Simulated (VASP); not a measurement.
Crystal: Hf2TeW2S.

```
CELL_PARAMETERS angstrom
4.63145 0.00000 0.00000
0.00000 4.63145 0.00000
0.00000 0.00000 6.53705
ATOMIC_POSITIONS crystal
Hf 0.50000 0.50000 0.00000
Hf 0.00000 0.00000 0.50000
Te 0.00000 0.00000 0.00000
W 0.50000 0.00000 0.75815
W 0.00000 0.50000 0.24185
S 0.50000 0.50000 0.50000
```

```yaml
Program: VASP 6.6.1
Task: relaxation of cell and atoms
Functional: PBE
Potentials_or_basis: VASP PAW PBE potentials, release 64 (Hf_pv, Te, W_sv, S)
Cutoff: 600 eV
k_mesh: 4 × 4 × 4
Occupations: gaussian, width 0.1 eV
Spin: no spin polarisation
```

At the start: pressure -7.6 GPa; volume 23.37 Å³/atom.

**Question.** Where does the relaxation end?

**Answer.** Over 18 steps the energy falls by 192.3 meV/atom and the volume is 20.86 Å³/atom (-10.7 %); space group P-4m2 (No. 115, to 0.05 Å).

The path:
```tsv
step	energy change (eV)	largest force (eV/Å)	pressure (GPa)	volume (Å³)
1	0.0000	1.0887	-7.64	140.22
2	-0.2197	1.8787	9.40	118.80
3	-0.3970	1.5846	1.18	126.65
4	-0.6032	1.0571	1.26	125.37
5	-0.7159	0.2048	2.15	123.70
6	-0.7623	0.3048	-2.99	129.24
7	-0.7665	0.2773	-1.90	127.94
8	-0.8307	0.4554	-2.25	128.19
9	-0.9611	0.8147	-2.86	128.53
10	-0.8549	0.9897	-1.95	128.26
11	-0.9994	0.9627	-2.98	128.58
12	-1.0698	0.8746	-1.12	126.33
13	-1.0897	0.7518	0.89	124.24
14	-1.1298	0.4191	0.94	124.13
15	-1.1474	0.0296	1.05	124.00
16	-1.1526	0.0155	-0.13	125.19
17	-1.1527	0.0147	-0.22	125.27
18	-1.1537	0.0298	-0.15	125.18
```

Final structure:
```yaml
crystal:
  lattice:
    - [4.69837, 0.00000, 0.00000]
    - [0.00000, 4.69837, 0.00000]
    - [0.00000, 0.00000, 5.67071]
  atoms:
    - { symbol: Hf, position: [0.50000, 0.50000, 0.00000] }
    - { symbol: Hf, position: [0.00000, 0.00000, 0.50000] }
    - { symbol: Te, position: [0.00000, 0.00000, 0.00000] }
    - { symbol: W, position: [0.50000, 0.00000, 0.68382] }
    - { symbol: W, position: [0.00000, 0.50000, 0.31618] }
    - { symbol: S, position: [0.50000, 0.50000, 0.50000] }
```
